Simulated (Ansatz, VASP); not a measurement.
# Pd: VASP beside Ansatz

INCAR

```
SYSTEM = Pd
PREC = Accurate
ENCUT = 520
EDIFF = 1E-6
ISMEAR = -1
SIGMA = 0.08
LREAL = .FALSE.
LASPH = .TRUE.
NELM = 60
ALGO = Normal
ISIF = 2
LWAVE = .FALSE.
LCHARG = .TRUE.
GGA = PE
LELF = .TRUE.
LVHAR = .TRUE.
NBANDS = 17
```

Contents of KPOINTS:

```
Automatic mesh
0
G
  12 12 12
  0 0 0
```

The input POSCAR:

```
Pd
1.0
    0.0000000000      2.8053267340      2.8053267340
    2.8053267340      0.0000000000      2.8053267340
    2.8053267340      2.8053267340      0.0000000000
Pd
2
Direct
   -0.1250000000     -0.1250000000     -0.1250000000
    0.1250000000      0.1250000000      0.1250000000
```

Input for Ansatz:

```yaml
crystal:
  lattice:
    - [0.0, 2.805326734, 2.805326734]
    - [2.805326734, 0.0, 2.805326734]
    - [2.805326734, 2.805326734, 0.0]
  atoms:
    - { symbol: Pd, position: [-0.125, -0.125, -0.125] }
    - { symbol: Pd, position: [0.125, 0.125, 0.125] }
kpoints:
  mp_grid: { grid: [12, 12, 12] }
scf:
  occupations: { method: fermi_dirac, width: 0.08 }
hamiltonian:
  xc: pbe
  pseudopotentials: { kind: all_electron, lapw: { basis_error: 0.001 } }
output:
  forces: true
  stress: true
  eigenvalues: true
  populations: true
```

Change from the starting cell: volume scaled by 0.9, LAPW.

Alike in both runs: task single point; functional PBE; k mesh 12 × 12 × 12; occupations fermi-dirac, width 0.08 eV; no spin polarisation.

|  | VASP | Ansatz |
| --- | --- | --- |
| version | VASP 6.6.1 | Ansatz 0.2.0 |
| potentials or method | VASP PAW PBE potentials, release 64 (Pd), cutoff 520 eV | all-electron LAPW, scalar-relativistic |

VASP gave:

- pressure (GPa): 8.7

What did Ansatz give for the same quantities?

Pressure (GPa): 9.3.

Ansatz ran all-electron here, and VASP with PAW potentials.
